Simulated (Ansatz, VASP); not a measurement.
## Two plane-wave programs on ZnO

Contents of POSCAR:

```
ZnO
1.0
    0.0000000000      2.1648821421      2.1648821421
    2.1648821421      0.0000000000      2.1648821421
    2.1648821421      2.1648821421      0.0000000000
Zn O
1 1
Direct
    0.5000000000      0.5000000000      0.5000000000
    0.0000000000      0.0000000000      0.0000000000
```

The input INCAR.step1:

```
SYSTEM = ZnO
ALGO = Normal
EDIFF = 1E-4
ENCUT = 520
GGA = PE
ISMEAR = 0
LASPH = .True.
LCHARG = .False.
LREAL = .False.
LWAVE = .True.
NBANDS = 16
NELM = 80
PREC = Accurate
SIGMA = 0.02
```

Contents of INCAR.step2:

```
SYSTEM = ZnO
ALGO = Normal
EDIFF = 1E-6
ENCUT = 520
ISIF = 2
ISMEAR = 0
ISTART = 1
LASPH = .True.
LCHARG = .False.
LMIXTAU = .True.
LREAL = .False.
LWAVE = .False.
METAGGA = R2SCAN
NBANDS = 16
NELM = 80
PREC = Accurate
SIGMA = 0.02
```

KPOINTS

```
k-points
0
Gamma
  12 12 12
  0 0 0
```

Input for Ansatz:

```yaml
crystal:
  lattice:
    - [0.0, 2.1648821421, 2.1648821421]
    - [2.1648821421, 0.0, 2.1648821421]
    - [2.1648821421, 2.1648821421, 0.0]
  atoms:
    - { symbol: Zn, position: [0.5, 0.5, 0.5] }
    - { symbol: O, position: [0.0, 0.0, 0.0] }
basis:
  ecutwfc: 500
kpoints:
  mp_grid: { grid: [12, 12, 12] }
  band_path:
    path:
      - [[0.0, 0.0, 0.0], [0.5, 0.0, 0.5], [0.625, 0.25, 0.625]]
      - [[0.375, 0.375, 0.75], [0.0, 0.0, 0.0], [0.5, 0.5, 0.5], [0.5, 0.25, 0.75], [0.5, 0.0, 0.5]]
    npoints: 14
hamiltonian:
  xc: r2scan
scf:
  occupations: { method: gaussian, width: 0.02 }
  n_extra_bands: 6
output:
  forces: true
  stress: true
  eigenvalues: true
  populations: true
  dos: { projected: true, de: 0.02, nscf_kmesh: { grid: [18, 18, 18] } }
  bader: true
  write_density: true
  write_potential: true
  elf: true
  volumetric_format: npy
```

Alike in both runs: task single point; functional r2SCAN; k mesh 12 × 12 × 12; occupations gaussian, width 0.02 eV; no spin polarisation.

```csv
,VASP,Ansatz
version,VASP 6.6.1,Ansatz 0.2.0
potentials or method,"VASP PAW PBE potentials, release 64 (Zn, O), cutoff 520 eV","scalar-relativistic, plane waves, PAW"
valence electrons in the cell,18,18
```

Ansatz gave:

| Property | Result |
| --- | --- |
| gap on the k mesh at the Fermi level (eV) | 1.36 |
| least direct gap on the mesh (eV) | 2.63 |
| pressure (GPa) | -7.6 |

Q: Which values does VASP return?

A: gap on the k mesh at the Fermi level (eV): 1.34; least direct gap on the mesh (eV): 2.61; pressure (GPa): -6.3.

VASP's potentials were made for PBE, not for r2SCAN.
